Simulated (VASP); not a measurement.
# Sb: electric field gradients with PBE

Sb:

```
Sb
1.0
     0.00000    2.29729    2.29729
     2.29729    0.00000    2.29729
     2.29729    2.29729    0.00000
Sb
1
Direct
  0.00000 0.00000 0.00000
```

This cell differs from its parent crystal: volume scaled by 0.99.

| Property | Result |
| --- | --- |
| Program | VASP 6.6.1 |
| Task | electric field gradients |
| Functional | PBE |
| Potentials or basis | VASP PAW PBE potentials, release 64 (Sb) |
| Cutoff | 520 eV |
| k mesh | 12 × 12 × 12 |
| Occupations | fermi-dirac, width 0.05 eV |
| Spin | no spin polarisation |
| Dipole correction | no |
| Further INCAR settings | ALGO = Normal; EDIFF = 1e-08; NBANDS = 8 |

| Quantity | Value |
| --- | --- |
| Pressure | 9.5 GPa |

Levels at points of the mesh, in eV from the Fermi level:
```csv
k point,band 1,band 2,band 3,band 4,band 5
"(0.00, 0.00, 0.00)",-13.87,6.06,6.06,6.06,10.15
"(0.50, 0.00, 0.00)",-9.50,-6.59,4.09,4.09,8.82
"(0.50, 0.50, 0.00)",-7.55,-5.58,0.33,0.33,4.19
```

Run time: 9.9 s on 1 thread of Intel(R) Xeon(R) Platinum 8488C (Sapphire Rapids) (shared host), peak memory 0.14 GiB.

Caveat: without QUAD_EFG the Cq values of the log hold for a quadrupole moment of 1 mb, not for the nuclei; spin-orbit coupling is left out, which moves the levels of the heavy elements.
